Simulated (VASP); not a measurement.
# HgTe (wurtzite type) (P6_3mc) in VASP: a series of runs

HgTe (wurtzite type) is run at these levels: PBE; tasks: single point.

All numbers are computed with VASP 6.6.1; they aren't measurements. Logs are shortened: lines on timing, memory, paths and dates and some standing lists are left out, and cuts for length are marked.

### 1 The cell of the first run

Symmetry: P6_3mc, No. 186, hexagonal system. Conventional cell: a = 4.333 Å, b = 4.333 Å, c = 7.243 Å, α = 90.00°, β = 90.00°, γ = 120.00°. Within 3.5 Å of Hg (site symmetry 3m) lie 4 Te at 2.67 to 2.68 Å. Te (site symmetry 3m) has 4 Hg at 2.67 to 2.68 Å within 3.5 Å.

### 2 Single point, PBE

Contents of INCAR:

```
ALGO     = Normal         # electronic algorithm
EDIFF    = 1E-7           # SCF threshold, eV
ENCUT    = 520            # plane-wave cutoff, eV
GGA      = PE             # functional
ISIF     = 2              # what is computed and relaxed
ISMEAR   = -1             # smearing method
LASPH    = T              # aspherical terms in the spheres
LCHARG   = F              # write CHGCAR
LREAL    = F              # projectors in reciprocal space
LWAVE    = F              # write WAVECAR
NBANDS   = 26             # bands
NELM     = 60             # most SCF steps
PREC     = Accurate       # precision mode
SIGMA    = 0.05           # smearing width, eV
```

Contents of KPOINTS:

```
k-points
0
Gamma
  8 8 5
```

Contents of POSCAR:

```
HgTe
1.0
    4.3332260300      0.0000000000      0.0000000000
   -2.1666130150      3.7526838223      0.0000000000
    0.0000000000      0.0000000000      7.2426995918
Hg Te
2 2
Direct
    0.3333333333      0.6666666667      0.0038186897
    0.6666666667      0.3333333333      0.5038186897
    0.3333333333      0.6666666667      0.3721813103
    0.6666666667      0.3333333333      0.8721813103
```

Potentials or basis: VASP PAW PBE potentials, release 64 (Hg, Te).

Launch:

```
cat potpaw_PBE.64/Hg/POTCAR potpaw_PBE.64/Te/POTCAR > POTCAR
mpirun -np 1 vasp_std > vasp.out
```

OUTCAR:

```text
EDIFF = 1E-7
   ENCUT = 520
   GGA = PE
   ISIF = 2
   ISMEAR = -1
   LASPH = T
   LREAL = F
   NELM = 60
   PREC = Accurate

 ion  position               nearest neighbor table
   1  0.333  0.667  0.004-   3 2.67   4 2.68   4 2.68   4 2.68
   2  0.667  0.333  0.504-   4 2.67   3 2.68   3 2.68   3 2.68
   3  0.333  0.667  0.372-   1 2.67   2 2.68   2 2.68   2 2.68
   4  0.667  0.333  0.872-   2 2.67   1 2.68   1 2.68   1 2.68

  LATTYP: Found a hexagonal cell.
 ALAT       =     4.3332260300
 C/A-ratio  =     1.6714336020

  Lattice vectors:

 A1 = (   4.3332260300,   0.0000000000,   0.0000000000)
 A2 = (  -2.1666130150,   3.7526838223,   0.0000000000)
 A3 = (   0.0000000000,   0.0000000000,   7.2426995918)

Analysis of symmetry for initial positions (statically):
=====================================================================
 Subroutine PRICEL returns:
 Original cell was already a primitive cell.

 Routine SETGRP: Setting up the symmetry group for a
 hexagonal supercell.

 Subroutine GETGRP returns: Found 12 space group operations
 (whereof  6 operations were pure point group operations)
 out of a pool of 24 trial point group operations.

The static configuration has the point symmetry C_3v.
 The point group associated with its full space group is C_6v.

Analysis of symmetry for dynamics (positions and initial velocities):
=====================================================================
 Subroutine PRICEL returns:
 Original cell was already a primitive cell.

 Routine SETGRP: Setting up the symmetry group for a
 hexagonal supercell.

 Subroutine GETGRP returns: Found 12 space group operations
 (whereof  6 operations were pure point group operations)
 out of a pool of 24 trial point group operations.

The dynamic configuration has the point symmetry C_3v.
 The point group associated with its full space group is C_6v.

 Subroutine INISYM returns: Found 12 space group operations
 (whereof  6 operations are pure point group operations),
 and found     1 'primitive' translations

----------------------------------------------------------------------------------------

                                     Primitive cell

  volume of cell :     117.7752

  direct lattice vectors                    reciprocal lattice vectors
     4.333226030  0.000000000  0.000000000     0.230774945  0.133237977  0.000000000
    -2.166613015  3.752683822  0.000000000     0.000000000  0.266475954  0.000000000
     0.000000000  0.000000000  7.242699592     0.000000000  0.000000000  0.138070065

  length of vectors
     4.333226030  4.333226030  7.242699592     0.266475954  0.266475954  0.138070065

  position of ions in fractional coordinates (direct lattice)
     0.333333333  0.666666667  0.003818690
     0.666666667  0.333333333  0.503818690
     0.333333333  0.666666667  0.372181310
     0.666666667  0.333333333  0.872181310

  ion indices of the primitive-cell ions
   primitive index   ion index
                 1           1
                 2           2
                 3           3
                 4           4

----------------------------------------------------------------------------------------

 KPOINTS: k-points

Automatic generation of k-mesh.
 Grid dimensions read from file:
 generate k-points for:    8    8    5

 Generating k-lattice:

  Cartesian coordinates                     Fractional coordinates (reciprocal lattice)
     0.028846868  0.016654747  0.000000000     0.125000000  0.000000000  0.000000000
     0.000000000  0.033309494  0.000000000     0.000000000  0.125000000  0.000000000
     0.000000000  0.000000000  0.027614013     0.000000000  0.000000000  0.200000000

  Length of vectors
     0.033309494  0.033309494  0.027614013

  Shift w.r.t. Gamma in fractional coordinates (k-lattice)
     0.000000000  0.000000000  0.000000000

 Subroutine IBZKPT returns following result:
 ===========================================

 Found     30 irreducible k-points:

 Following reciprocal coordinates:
            Coordinates               Weight
  0.000000  0.000000  0.000000      1.000000
  0.125000  0.000000  0.000000      6.000000
  0.250000  0.000000  0.000000      6.000000
  0.375000  0.000000  0.000000      6.000000
  0.500000  0.000000  0.000000      3.000000
  0.125000  0.125000  0.000000      6.000000
[... 16 lines left out ...]
  0.250000  0.000000  0.400000     12.000000
  0.375000  0.000000  0.400000     12.000000
 [... further k-points ...]
   k-points           NKPTS =     30   k-points in BZ     NKDIM =     30   number of bands    NBANDS=     26
   number of dos      NEDOS =    301   number of ions     NIONS =      4
   total plane-waves  NPLWV =  55296
   dimension x,y,z NGX =    32 NGY =   32 NGZ =   54
   dimension x,y,z NGXF=    64 NGYF=   64 NGZF=  108
   ions per type =               2   2
   NGX,Y,Z   is equivalent  to a cutoff of  12.28, 12.28, 12.39 a.u.
   NGXF,Y,Z  is equivalent  to a cutoff of  24.55, 24.55, 24.79 a.u.
 SYSTEM =  unknown system
   PREC   = accura    normal or accurate (medium, high low for compatibility)
   ISTART =      0    job   : 0-new  1-cont  2-samecut
   ICHARG =      2    charge: 1-file 2-atom 10-const
   ISPIN  =      1    spin polarized calculation?
   LNONCOLLINEAR =      F non collinear calculations
   LSORBIT =      F    spin-orbit coupling
   LASPH  =      T    aspherical Exc in radial PAW
   ENCUT  =  520.0 eV  38.22 Ry    6.18 a.u.   8.06  8.06 13.47*2*pi/ulx,y,z
   NELM   =     60;   NELMIN=  2; NELMDL= -5     # of ELM steps
   EDIFF  = 0.1E-06   stopping-criterion for ELM
   LREAL  =      F    real-space projection
   EDIFFG = 0.1E-05   stopping-criterion for IOM
   NSW    =      0    number of steps for IOM
   IBRION =     -1    ionic relax: 0-MD 1-quasi-New 2-CG
   NFREE  =      0    steps in history (QN), initial steepest desc. (CG)
   ISIF   =      2    stress and relaxation
   ISYM   =      2    0-nonsym 1-usesym 2-fastsym
   POTIM  = 0.5000    time-step for ionic-motion
   TEBEG  =    0.0;   TEEND  =   0.0 temperature during run
   PSTRESS=    0.0 pullay stress
   NELECT =      36.0000    total number of electrons
   NUPDOWN=      -1.0000    fix difference up-down
   EMIN   =  10.00;   EMAX   =-10.00  energy-range for DOS
   EFERMI =   0.00;   METHOD = LEGACY
   ISMEAR =    -1;   SIGMA  =   0.05  broadening in eV -4-tet -1-fermi 0-gaus
   EFERMI_NEDOS =   21; number of points for ismear=-14 and -15
   IALGO  =     38    algorithm
   IMIX   =      4    mixing-type and parameters
     AMIX     =   0.40;   BMIX     =  1.00
     AMIX_MAG =   1.60;   BMIX_MAG =  1.00
  volume/ion in A,a.u.               =      29.44       198.70
  Fermi-wavevector in a.u.,A,eV,Ry     =   1.102786  2.083963 16.546534  1.216136
  Thomas-Fermi vector in A             =   2.239234
   LORBIT       =      0    0 simple, 1 ext, 2 COOP (PROOUT), +10 PAW based schemes
   GGA     = PE    functional components
[... 5 lines left out ...]
 non-spin polarized calculation
  energy-cutoff  :      520.00
  volume of cell :      117.78
 maximum number of plane-waves:      3190
   NGX = 17   NGY = 17   NGZ = 27

 number of electron      36.0000001 magnetization

 Free energy of the ion-electron system (eV)
  ---------------------------------------------------
  ext. energy  EPLUGINS =         0.00000000
  ---------------------------------------------------
  free energy    TOTEN  =        -6.25642580 eV

  energy without entropy =       -6.25568186  energy(sigma->0) =       -6.25605383

 E-fermi :   4.7525     XC(G=0):  -9.3831

 val. band max:        4.7313817781   @ k =   0.0000   0.0000   0.0000
 cond. band min:       5.4456477452   @ k =   0.0000   0.0000   0.0000
 fundamental gap:      0.7142659671
 Fermi energy:         4.7524853135

 k-point     1 :       0.0000    0.0000    0.0000
  band No.  band energies     occupation
      1      -8.4159      2.00000
      2      -7.6637      2.00000
      3      -3.6158      2.00000
      4      -3.5464      2.00000
      5      -3.5464      2.00000
      6      -3.4097      2.00000
[... 18 lines left out ...]
     25      10.0998      0.00000
     26      11.0715      0.00000

 k-point     2 :       0.1250    0.0000    0.0000
  band No.  band energies     occupation
      1      -8.3255      2.00000
      2      -7.6135      2.00000
      3      -3.5855      2.00000
      4      -3.5386      2.00000
      5      -3.5212      2.00000
      6      -3.3870      2.00000
[... 18 lines left out ...]
     25      10.5880      0.00000
     26      11.3814      0.00000

 k-point     3 :       0.2500    0.0000    0.0000
  band No.  band energies     occupation
      1      -8.0878      2.00000
      2      -7.4987      2.00000
      3      -3.5198      2.00000
      4      -3.4912      2.00000
      5      -3.4691      2.00000
      6      -3.2928      2.00000
[... 18 lines left out ...]
     25      11.0636      0.00000
     26      11.4032      0.00000

 k-point     4 :       0.3750    0.0000    0.0000
  band No.  band energies     occupation
      1      -7.8067      2.00000
      2      -7.4071      2.00000
      3      -3.4743      2.00000
      4      -3.4320      2.00000
      5      -3.3747      2.00000
      6      -3.1755      2.00000
[... 18 lines left out ...]
     25      11.6801      0.00000
     26      12.7456      0.00000

 k-point     5 :       0.5000    0.0000    0.0000
  band No.  band energies     occupation
      1      -7.6625      2.00000
      2      -7.3905      2.00000
      3      -3.4653      2.00000
      4      -3.4215      2.00000
      5      -3.2387      2.00000
      6      -3.1960      2.00000
[... 18 lines left out ...]
     25      12.1232      0.00000
     26      12.3433      0.00000

 k-point     6 :       0.1250    0.1250    0.0000
  band No.  band energies     occupation
      1      -8.1609      2.00000
      2      -7.5311      2.00000
      3      -3.5339      2.00000
      4      -3.4992      2.00000
      5      -3.4920      2.00000
      6      -3.3413      2.00000
[... 427 lines left out ...]
 k-point    21 :       0.0000    0.0000    0.4000
  band No.  band energies     occupation
      1      -8.1729      2.00000
      2      -7.9404      2.00000
      3      -3.5511      2.00000
      4      -3.5072      2.00000
      5      -3.5072      2.00000
      6      -3.4654      2.00000
[... 18 lines left out ...]
     25       9.5243      0.00000
     26      10.3550      0.00000

 k-point    22 :       0.1250    0.0000    0.4000
  band No.  band energies     occupation
      1      -8.0930      2.00000
      2      -7.8726      2.00000
      3      -3.5372      2.00000
      4      -3.4895      2.00000
      5      -3.4765      2.00000
      6      -3.4444      2.00000
[... 18 lines left out ...]
     25       9.9459      0.00000
     26      10.5520      0.00000

 k-point    23 :       0.2500    0.0000    0.4000
  band No.  band energies     occupation
      1      -7.8887      2.00000
      2      -7.7057      2.00000
      3      -3.5060      2.00000
      4      -3.4590      2.00000
      5      -3.4069      2.00000
      6      -3.3464      2.00000
[... 18 lines left out ...]
     25      10.6860      0.00000
     26      10.8699      0.00000

 k-point    24 :       0.3750    0.0000    0.4000
  band No.  band energies     occupation
      1      -7.6631      2.00000
      2      -7.5385      2.00000
      3      -3.4862      2.00000
      4      -3.4340      2.00000
      5      -3.3478      2.00000
      6      -3.2682      2.00000
[... 18 lines left out ...]
     25      11.6092      0.00000
     26      11.8253      0.00000

 [... further k-points ...]

------------------------ aborting loop because EDIFF is reached ----------------------------------------

  FORCE on cell =-STRESS in cart. coord.  units (eV):
  Direction    XX          YY          ZZ          XY          YZ          ZX
  --------------------------------------------------------------------------------------
  -------------------------------------------------------------------------------------
  Total        9.9795765      9.9795765      9.9873731      0.0000000      0.0000000      0.0000000
  in kB      135.7590861    135.7590860    135.8651484      0.0000000      0.0000000      0.0000000
  external PRESSURE =     135.7944402 kB  Pullay stress =       0.0000000 kB

 VOLUME and BASIS-vectors are now :
 -----------------------------------------------------------------------------
  energy-cutoff  :      520.00
  volume of cell :      117.78
      direct lattice vectors                 reciprocal lattice vectors
     4.333226030  0.000000000  0.000000000     0.230774945  0.133237977  0.000000000
    -2.166613015  3.752683822  0.000000000     0.000000000  0.266475954  0.000000000
     0.000000000  0.000000000  7.242699592     0.000000000  0.000000000  0.138070065

 POSITION                                       TOTAL-FORCE (eV/Angst)
 -----------------------------------------------------------------------------------
     -0.00000      2.50179      0.02766        -0.000000      0.000000     -0.000817
      2.16661      1.25089      3.64901         0.000000     -0.000000     -0.000817
     -0.00000      2.50179      2.69560        -0.000000      0.000000      0.000817
      2.16661      1.25089      6.31695         0.000000      0.000000      0.000817
 -----------------------------------------------------------------------------------
    total drift:                               -0.000000     -0.000000      0.000278

  FREE ENERGIE OF THE ION-ELECTRON SYSTEM (eV)
  ---------------------------------------------------
  free  energy   TOTEN  =        -6.2564257983 eV

  energy  without entropy=       -6.2556818606  energy(sigma->0) =       -6.25605383
```

Run time: 39 s. Hardware: 1 thread of Intel Xeon 6975P-C (Granite Rapids), shared host; peak memory 0.27 GiB.

Results:

| Quantity | Value |
| --- | --- |
| Free energy | -6.2564 eV |
| Pressure | 13.6 GPa |
| Band gap on the k mesh | zero (filled and empty bands touch) |

Caveat: spin-orbit coupling is left out, which moves the levels of the heavy elements.

### 3 Single point, PBE

Contents of INCAR:

```
SYSTEM = HgTe
  ALGO = Normal
  EDIFF = 1E-7
  ENCUT = 520
  GGA = PE
  ISIF = 2
  ISMEAR = -1
  LASPH = .True.
  LCHARG = .False.
  LREAL = .False.
  LWAVE = .False.
  NBANDS = 26
  NELM = 60
  PREC = Accurate
  SIGMA = 0.05
```

Contents of KPOINTS:

```
k-points
0
Gamma
  8 8 5
  0 0 0
```

POSCAR is that of step 2.

Potentials or basis: VASP PAW PBE potentials, release 64 (Hg, Te).

Launch:

```
cat potpaw_PBE.64/Hg/POTCAR potpaw_PBE.64/Te/POTCAR > POTCAR
mpirun -np 1 vasp_std > vasp.out
```

Wall time 39 s (1 thread of Intel Xeon 6975P-C (Granite Rapids), shared host); peak memory 0.27 GiB.

The run converged. Its results:

```
Free energy            : -6.2564 eV
Pressure               : 13.6 GPa
Band gap on the k mesh : zero (filled and empty bands touch)
```

Levels at points of the mesh, in eV from the Fermi level:
```
           k point  band 14  band 15  band 16  band 17  band 18  band 19  band 20  band 21  band 22  band 23
(0.00, 0.00, 0.00)    -1.31    -1.31    -0.41    -0.23    -0.02    -0.02     0.69     3.93     3.93     3.94
(0.50, 0.00, 0.00)    -5.47    -4.12    -2.91    -2.28    -1.28     1.63     1.65     3.75     4.72     5.05
```

Caveat: spin-orbit coupling is left out, which moves the levels of the heavy elements.
